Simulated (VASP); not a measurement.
**W: single point with PBEsol**

W:

```
W
1.0
     2.80966    0.00000    0.00000
     0.00000    4.86387    0.00000
     0.00000    0.00000    4.92370
W
4
Direct
  0.80404 0.92913 0.75151
  0.21170 0.43819 0.76138
  0.21701 0.05754 0.24791
  0.81267 0.56135 0.25130
```

This cell differs from its parent crystal: atoms moved at random.

```yaml
Program: VASP 6.6.1
Task: single point
Functional: PBEsol
Potentials_or_basis: VASP PAW PBE potentials, release 64 (W_sv)
Cutoff: 520 eV
k_mesh: 9 × 6 × 6
Occupations: fermi-dirac, width 0.05 eV
Spin: no spin polarisation
```

| Quantity | Value |
| --- | --- |
| Pressure | -9.4 GPa |
| Largest force | 0.756 eV/Å |
| Band gap on the k mesh | zero (band 28 reaches 11.05 eV, above the bottom of band 29 at 9.84 eV) |

Forces on the atoms (eV/Å):
```
W    0.002  0.518 -0.217
W    0.150 -0.435 -0.600
W    0.025  0.170  0.388
W   -0.176 -0.252  0.429
```

Stress tensor (GPa, compression positive):
```
-9.26  0.38  0.46
 0.38 -9.34 -0.63
 0.46 -0.63 -9.75
```

Levels at points of the mesh, in eV from the Fermi level:
```csv
k point,band 24,band 25,band 26,band 27,band 28,band 29,band 30,band 31,band 32,band 33
"(0.00, 0.00, 0.00)",-0.63,-0.51,-0.46,-0.37,-0.31,-0.25,-0.13,0.57,1.56,2.45
"(0.00, 0.50, 0.00)",-1.96,-1.52,-1.50,0.15,0.32,0.35,0.40,0.82,0.94,1.93
"(0.00, 0.00, 0.50)",-2.04,-0.90,-0.88,-0.12,-0.08,0.64,0.66,1.69,1.93,3.11
"(0.00, 0.50, 0.50)",-2.77,-1.33,-1.21,-1.15,-1.10,1.61,1.68,1.75,1.78,2.47
```

It took 8.2 min on 1 thread of Intel Xeon 8259CL, with other jobs on the host, peak memory 0.38 GiB.

Caveat: the cell differs from its parent crystal (atoms moved at random); the PAW data sets were made with another functional, which shifts forces and pressure a little; spin-orbit coupling is left out, which moves the levels of the heavy elements.
